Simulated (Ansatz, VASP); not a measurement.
**One calculation of Ti, two programs**

```
Ti
1.0
     2.90044    0.00000    0.00000
     0.00000    6.80550    0.00000
     0.00000    0.00000   25.73181
Ti
14
Cartesian
  1.4502 6.6493 7.5000
  1.4502 3.8646 8.0648
  0.0000 1.6980 9.1945
  0.0000 5.7188 9.7593
  1.4502 3.5522 10.8890
  1.4502 0.7675 11.4538
  0.0000 5.4064 12.5835
  0.0000 2.6217 13.1483
  1.4502 0.4551 14.2780
  1.4502 4.4759 14.8428
  0.0000 2.3093 15.9725
  0.0000 6.3301 16.5373
  1.4502 4.1635 17.6670
  1.4502 1.3789 18.2318
```

Alike in both runs: task single point; functional LDA; k mesh 12 × 5 × 1; occupations gaussian, width 0.1 eV; no spin polarisation.

|  | VASP | Ansatz |
| --- | --- | --- |
| version | VASP 6.6.1 | Ansatz 0.2.0 |
| potentials or method | VASP PAW LDA potentials, release 64 (Ti_sv), cutoff 520 eV | scalar-relativistic, plane waves, PAW |
| valence electrons in the cell | 168 | 168 |

|  | VASP | Ansatz | Ansatz less VASP |
| --- | --- | --- | --- |
| gap on the k mesh at the Fermi level (eV) | none | none | - |
| rms of the force components (eV/Å) | 0.314 | 0.314 | -0.0008 |

LDA's correlation is that of Perdew and Zunger in VASP and of Perdew and Wang (1992) in Ansatz. Atom by atom the forces differ by 0.002 eV/Å (rms over components). A gap of «none» marks a metal or a gap that the smearing closes. Ansatz's warnings: xc potential rough in thin density.
